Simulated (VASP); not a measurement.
# WS2 (R3m) in VASP: single point with r2SCAN

Aim: the single point of WS2 with r2SCAN.

All numbers are computed with VASP 6.6.1; they aren't measurements. Logs are shortened: lines on timing, memory, paths and dates and some standing lists are left out, and cuts for length are marked.

## (1) The cell of the first run

Symmetry: R3m, No. 160, trigonal system. Conventional cell: a = 3.158 Å, b = 3.158 Å, c = 18.490 Å, α = 90.00°, β = 90.00°, γ = 120.00°. Within 3.2 Å of W (site symmetry 3m) lie 6 S at 2.39 to 2.42 Å and 6 W at 3.16 Å. Within 3.2 Å of S (site symmetry 3m) lie 3 W at 2.39 Å and 7 S at 3.13 to 3.16 Å. Within 3.2 Å of S (site symmetry 3m) lie 3 W at 2.42 Å and 7 S at 3.13 to 3.16 Å.

## (2) Single point, r2SCAN

POSCAR

```
WS2
1.0
    1.5790003843      0.9116362969      6.1633300000
   -1.5790003843      0.9116362969      6.1633300000
    0.0000000000     -1.8232725938      6.1633300000
W S
1 2
Direct
    0.0000000000      0.0000000000      0.0000000000
    0.7503000000      0.7503000000      0.7503000000
    0.5810000000      0.5810000000      0.5810000000
```

INCAR.step1

```
SYSTEM = WS2
PREC     = Accurate       ! precision mode
ENCUT    = 520            ! plane-wave cutoff, eV
ISMEAR   = 0              ! smearing method
SIGMA    = 0.1            ! smearing width, eV
LREAL    = .FALSE.        ! projectors in reciprocal space
LASPH    = .TRUE.         ! aspherical terms in the spheres
NELM     = 60             ! most SCF steps
NBANDS   = 20             ! bands
GGA      = PE             ! functional
ALGO     = Normal         ! electronic algorithm
EDIFF    = 1E-4           ! SCF threshold, eV
LWAVE    = .TRUE.         ! write WAVECAR
LCHARG   = .FALSE.        ! write CHGCAR
```

INCAR.step2

```
SYSTEM = WS2
PREC     = Accurate       ! precision mode
ENCUT    = 520            ! plane-wave cutoff, eV
EDIFF    = 1E-6           ! SCF threshold, eV
ISMEAR   = 0              ! smearing method
SIGMA    = 0.1            ! smearing width, eV
LREAL    = .FALSE.        ! projectors in reciprocal space
LASPH    = .TRUE.         ! aspherical terms in the spheres
NELM     = 60             ! most SCF steps
ALGO     = Normal         ! electronic algorithm
ISIF     = 2              ! what is computed and relaxed
LWAVE    = .FALSE.        ! write WAVECAR
LCHARG   = .FALSE.        ! write CHGCAR
METAGGA  = R2SCAN         ! meta-GGA
LMIXTAU  = .TRUE.       
NBANDS   = 20             ! bands
ISTART   = 1
```

KPOINTS

```
regular mesh
0
G
  6 6 6
  0 0 0
```

Potentials or basis: VASP PAW PBE potentials, release 64 (W_sv, S).

Command:

```bash
$ cat potpaw_PBE.64/W_sv/POTCAR potpaw_PBE.64/S/POTCAR > POTCAR
$ cp INCAR.step1 INCAR
$ mpirun -np 1 vasp_std > vasp.out
$ cp INCAR.step2 INCAR
$ mpirun -np 1 vasp_std > vasp.out
```

OUTCAR:

```text
SYSTEM = WS2
   PREC = Accurate
   ENCUT = 520
   EDIFF = 1E-6
   ISMEAR = 0
   LREAL = .FALSE.
   LASPH = .TRUE.
   NELM = 60
   ISIF = 2
   METAGGA = R2SCAN
   ISTART = 1

 ion  position               nearest neighbor table
   1  0.000  0.000  0.000-   2 2.39   2 2.39   2 2.39   3 2.42   3 2.42   3 2.42
   2  0.750  0.750  0.750-   1 2.39   1 2.39   1 2.39
   3  0.581  0.581  0.581-   1 2.42   1 2.42   1 2.42

  LATTYP: Found a trigonal (rhomboedric) cell.
 ALAT       =     6.4273602389
 COS(alpha) =     0.8792939096

  Lattice vectors:

 A1 = (   1.5790003843,   0.9116362969,   6.1633300000)
 A2 = (  -1.5790003843,   0.9116362969,   6.1633300000)
 A3 = (   0.0000000000,  -1.8232725938,   6.1633300000)

Analysis of symmetry for initial positions (statically):
=====================================================================
 Subroutine PRICEL returns:
 Original cell was already a primitive cell.

 Routine SETGRP: Setting up the symmetry group for a
 trigonal (rhombohedral) supercell.

 Subroutine GETGRP returns: Found  6 space group operations
 (whereof  6 operations were pure point group operations)
 out of a pool of 12 trial point group operations.

The static configuration has the point symmetry C_3v.

Analysis of symmetry for dynamics (positions and initial velocities):
=====================================================================
 Subroutine PRICEL returns:
 Original cell was already a primitive cell.

 Routine SETGRP: Setting up the symmetry group for a
 trigonal (rhombohedral) supercell.

 Subroutine GETGRP returns: Found  6 space group operations
 (whereof  6 operations were pure point group operations)
 out of a pool of 12 trial point group operations.

The dynamic configuration has the point symmetry C_3v.

 Subroutine INISYM returns: Found  6 space group operations
 (whereof  6 operations are pure point group operations),
 and found     1 'primitive' translations

----------------------------------------------------------------------------------------

                                     Primitive cell

  volume of cell :      53.2317

  direct lattice vectors                    reciprocal lattice vectors
     1.579000384  0.911636297  6.163330000     0.316656034  0.182821447  0.054083318
    -1.579000384  0.911636297  6.163330000    -0.316656034  0.182821447  0.054083318
     0.000000000 -1.823272594  6.163330000     0.000000000 -0.365642893  0.054083318

  length of vectors
     6.427360239  6.427360239  6.427360239     0.369621064  0.369621064  0.369621064

  position of ions in fractional coordinates (direct lattice)
     0.000000000  0.000000000  0.000000000
     0.750300000  0.750300000  0.750300000
     0.581000000  0.581000000  0.581000000

  ion indices of the primitive-cell ions
   primitive index   ion index
                 1           1
                 2           2
                 3           3

----------------------------------------------------------------------------------------

 KPOINTS: regular mesh

Automatic generation of k-mesh.
 Grid dimensions read from file:
 generate k-points for:    6    6    6

 Generating k-lattice:

  Cartesian coordinates                     Fractional coordinates (reciprocal lattice)
     0.052776006  0.030470241  0.009013886     0.166666667  0.000000000  0.000000000
    -0.052776006  0.030470241  0.009013886     0.000000000  0.166666667  0.000000000
     0.000000000 -0.060940482  0.009013886     0.000000000  0.000000000  0.166666667

  Length of vectors
     0.061603511  0.061603511  0.061603511

  Shift w.r.t. Gamma in fractional coordinates (k-lattice)
     0.000000000  0.000000000  0.000000000

 Subroutine IBZKPT returns following result:
 ===========================================

 Found     32 irreducible k-points:

 Following reciprocal coordinates:
            Coordinates               Weight
  0.000000  0.000000  0.000000      1.000000
  0.166667  0.000000  0.000000      6.000000
  0.333333  0.000000  0.000000      6.000000
  0.500000  0.000000  0.000000      3.000000
  0.166667  0.166667 -0.000000      6.000000
  0.333333  0.166667  0.000000     12.000000
[... 16 lines left out ...]
  0.500000  0.500000  0.166667      6.000000
 -0.333333  0.500000  0.166667     12.000000
 [... further k-points ...]
   k-points           NKPTS =     32   k-points in BZ     NKDIM =     32   number of bands    NBANDS=     20
   number of dos      NEDOS =    301   number of ions     NIONS =      3
   total plane-waves  NPLWV = 110592
   dimension x,y,z NGX =    48 NGY =   48 NGZ =   48
   dimension x,y,z NGXF=    96 NGYF=   96 NGZF=   96
   ions per type =               1   2
   NGX,Y,Z   is equivalent  to a cutoff of  12.42, 12.42, 12.42 a.u.
   NGXF,Y,Z  is equivalent  to a cutoff of  24.83, 24.83, 24.83 a.u.
 SYSTEM =  WS2
   PREC   = accura    normal or accurate (medium, high low for compatibility)
   ISTART =      1    job   : 0-new  1-cont  2-samecut
   ICHARG =      0    charge: 1-file 2-atom 10-const
   ISPIN  =      1    spin polarized calculation?
   LNONCOLLINEAR =      F non collinear calculations
   LSORBIT =      F    spin-orbit coupling
   LASPH  =      T    aspherical Exc in radial PAW
   ENCUT  =  520.0 eV  38.22 Ry    6.18 a.u.  11.95 11.95 11.95*2*pi/ulx,y,z
   NELM   =     60;   NELMIN=  2; NELMDL=  0     # of ELM steps
   EDIFF  = 0.1E-05   stopping-criterion for ELM
   LREAL  =      F    real-space projection
   EDIFFG = 0.1E-04   stopping-criterion for IOM
   NSW    =      0    number of steps for IOM
   IBRION =     -1    ionic relax: 0-MD 1-quasi-New 2-CG
   NFREE  =      0    steps in history (QN), initial steepest desc. (CG)
   ISIF   =      2    stress and relaxation
   ISYM   =      2    0-nonsym 1-usesym 2-fastsym
   POTIM  = 0.5000    time-step for ionic-motion
   TEBEG  =    0.0;   TEEND  =   0.0 temperature during run
   PSTRESS=    0.0 pullay stress
   NELECT =      26.0000    total number of electrons
   NUPDOWN=      -1.0000    fix difference up-down
   EMIN   =  10.00;   EMAX   =-10.00  energy-range for DOS
   EFERMI =   0.00;   METHOD = LEGACY
   ISMEAR =     0;   SIGMA  =   0.10  broadening in eV -4-tet -1-fermi 0-gaus
   EFERMI_NEDOS =   21; number of points for ismear=-14 and -15
   IALGO  =     38    algorithm
   IMIX   =      4    mixing-type and parameters
     AMIX     =   0.40;   BMIX     =  1.00
     AMIX_MAG =   1.60;   BMIX_MAG =  1.00
  volume/ion in A,a.u.               =      17.74       119.74
  Fermi-wavevector in a.u.,A,eV,Ry     =   1.289266  2.436359 22.615688  1.662206
  Thomas-Fermi vector in A             =   2.421169
   LORBIT       =      0    0 simple, 1 ext, 2 COOP (PROOUT), +10 PAW based schemes
   METAGGA = R2SCAN    functional components
   LHFCALC =     F    Hartree Fock is set to
   AEXX    =    0.0000 exact exchange contribution
   IVDW    =     0    specifies the selected vdW correction
   LEPSILON=     F    determine dielectric tensor
   LRPA    =     F    only Hartree local field effects (RPA)
 non-spin polarized calculation
 Gauss-broadening in eV      SIGMA  =   0.10
  energy-cutoff  :      520.00
  volume of cell :       53.23
 maximum number of plane-waves:      1448
   NGX = 23   NGY = 23   NGZ = 23

 number of electron      26.0000001 magnetization

 Free energy of the ion-electron system (eV)
  ---------------------------------------------------
  ext. energy  EPLUGINS =         0.00000000
  ---------------------------------------------------
  free energy    TOTEN  =       -70.04467556 eV

  energy without entropy =      -70.04467556  energy(sigma->0) =      -70.04467556

 E-fermi :   8.0590     XC(G=0): -11.6642

 val. band max:        7.3766570224   @ k =   0.5000   0.5000   0.5000
 cond. band min:       8.5180643055   @ k =  -0.1667   0.1667   0.0000
 fundamental gap:      1.1414072831
 Fermi energy:         8.0590304630

 k-point     1 :       0.0000    0.0000    0.0000
  band No.  band energies     occupation
      1     -69.2483      2.00000
      2     -32.8615      2.00000
      3     -32.6744      2.00000
      4     -32.6744      2.00000
      5      -9.0328      2.00000
      6      -6.9645      2.00000
[... 12 lines left out ...]
     19      15.8864      0.00000
     20      16.4538      0.00000

 k-point     2 :       0.1667    0.0000    0.0000
  band No.  band energies     occupation
      1     -69.2430      2.00000
      2     -32.8432      2.00000
      3     -32.7730      2.00000
      4     -32.6972      2.00000
      5      -8.5543      2.00000
      6      -6.8288      2.00000
[... 12 lines left out ...]
     19      16.3352      0.00000
     20      17.0239      0.00000

 k-point     3 :       0.3333    0.0000    0.0000
  band No.  band energies     occupation
      1     -69.2323      2.00000
      2     -32.9655      2.00000
      3     -32.8064      2.00000
      4     -32.7426      2.00000
      5      -7.4216      2.00000
      6      -6.5140      2.00000
[... 12 lines left out ...]
     19      15.2209      0.00000
     20      15.6531      0.00000

 k-point     4 :       0.5000    0.0000    0.0000
  band No.  band energies     occupation
      1     -69.2270      2.00000
      2     -33.0596      2.00000
      3     -32.7879      2.00000
      4     -32.7651      2.00000
      5      -6.6949      2.00000
      6      -6.3291      2.00000
[... 12 lines left out ...]
     19      14.3676      0.00000
     20      15.1988      0.00000

 k-point     5 :       0.1667    0.1667   -0.0000
  band No.  band energies     occupation
      1     -69.2430      2.00000
      2     -32.8432      2.00000
      3     -32.7730      2.00000
      4     -32.6972      2.00000
      5      -8.5375      2.00000
      6      -6.8608      2.00000
[... 12 lines left out ...]
     19      16.3419      0.00000
     20      16.8482      0.00000
[... 353 lines left out ...]
      6      -6.3911      2.00000
[... 12 lines left out ...]
     19      15.9567      0.00000
     20      16.2611      0.00000

 k-point    22 :      -0.1667    0.3333    0.1667
  band No.  band energies     occupation
      1     -69.2270      2.00000
      2     -33.0115      2.00000
      3     -32.8152      2.00000
      4     -32.7879      2.00000
      5      -6.7131      2.00000
      6      -6.3209      2.00000
[... 12 lines left out ...]
     19      15.5732      0.00000
     20      16.2748      0.00000

 k-point    23 :       0.5000    0.5000    0.1667
  band No.  band energies     occupation
      1     -69.2323      2.00000
      2     -32.9655      2.00000
      3     -32.8064      2.00000
      4     -32.7426      2.00000
      5      -7.2697      2.00000
      6      -6.7148      2.00000
[... 12 lines left out ...]
     19      15.1634      0.00000
     20      16.6573      0.00000

 k-point    24 :      -0.3333    0.5000    0.1667
  band No.  band energies     occupation
      1     -69.2270      2.00000
      2     -33.0115      2.00000
      3     -32.8152      2.00000
      4     -32.7879      2.00000
      5      -6.6162      2.00000
      6      -6.4285      2.00000
[... 12 lines left out ...]
     19      15.4110      0.00000
     20      16.2275      0.00000

 [... further k-points ...]

------------------------ aborting loop because EDIFF is reached ----------------------------------------

  FORCE on cell =-STRESS in cart. coord.  units (eV):
  Direction    XX          YY          ZZ          XY          YZ          ZX
  --------------------------------------------------------------------------------------
  -------------------------------------------------------------------------------------
  Total        1.0537392      1.0537392      0.6646335      0.0000000      0.0000000      0.0000000
  in kB       31.7156207     31.7156207     20.0042509      0.0000000      0.0000000      0.0000000
  external PRESSURE =      27.8118307 kB  Pullay stress =       0.0000000 kB

 VOLUME and BASIS-vectors are now :
 -----------------------------------------------------------------------------
  energy-cutoff  :      520.00
  volume of cell :       53.23
      direct lattice vectors                 reciprocal lattice vectors
     1.579000384  0.911636297  6.163330000     0.316656034  0.182821447  0.054083318
    -1.579000384  0.911636297  6.163330000    -0.316656034  0.182821447  0.054083318
     0.000000000 -1.823272594  6.163330000     0.000000000 -0.365642893  0.054083318

 POSITION                                       TOTAL-FORCE (eV/Angst)
 -----------------------------------------------------------------------------------
      0.00000      0.00000      0.00000         0.000000      0.000000     -0.619254
      0.00000      0.00000     13.87304         0.000000     -0.000000      0.284284
      0.00000      0.00000     10.74268         0.000000     -0.000000      0.334970
 -----------------------------------------------------------------------------------
    total drift:                                0.000000      0.000000     -0.000032

  FREE ENERGIE OF THE ION-ELECTRON SYSTEM (eV)
  ---------------------------------------------------
  free  energy   TOTEN  =       -70.0446755628 eV

  energy  without entropy=      -70.0446755628  energy(sigma->0) =      -70.04467556
```

Wall time 5.8 min (1 thread of Intel Xeon Platinum 8488C (Sapphire Rapids), shared host); peak memory 0.37 GiB.

Results:

```
Free energy            : -70.0447 eV
Pressure               : 2.8 GPa
Largest force          : 0.619 eV/Å
Band gap on the k mesh : 1.14 eV, indirect (least direct gap 2.03 eV)
```

Forces in eV/Å, atoms in the order of the input:
```
W    0.000  0.000 -0.619
S    0.000  0.000  0.284
S    0.000  0.000  0.335
```

Caveat: the PAW data sets were made with another functional, which shifts forces and pressure a little; spin-orbit coupling is left out, which moves the levels of the heavy elements.
